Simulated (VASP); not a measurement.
Runs of VASP 6.6.1 on SiGeTe2S2. The structure is that of space group P4/mmm (No. 123), or close to it. The cells are those of the table. 

```tsv
task	cell	k mesh	cutoff (eV)	gap on the mesh (eV)	pressure (GPa)	largest force (eV/Å)
single point	a = 5.648, b = 5.648, c = 4.912 Å, 6 atoms	8 × 8 × 8	520	none	-0.2	(a)
relaxation of cell and atoms	relaxed from a = 4.688, b = 4.688, c = 5.961 Å, 6 atoms	4 × 4 × 4	600	none	0.0	0.02
single point	a = 4.688, b = 4.688, c = 5.961 Å, 6 atoms	4 × 4 × 4	520	none	15.1	1.18
single point	a = 5.588, b = 5.588, c = 4.962 Å, 6 atoms	4 × 4 × 4	520	none	0.1	(b)
```

Alike in all rows: level PBE; potentials or basis VASP PAW PBE potentials, release 64 (Si, Ge_d, Te, S); no spin polarisation; smearing gaussian 0.1 eV.

Q: Fill in the values left out.

A: (a) 0.19; (b) 0.22.

Caveats: spin-orbit coupling is left out, which moves the levels of the heavy elements; forces of over 1 eV/Å act on the atoms, so gaps and moduli don't describe the material at rest (some runs).

A k mesh can miss the band edges, and the runs leave out spin-orbit coupling on Ge, Te.

A gap of «none» marks levels without a gap at the run's occupations.
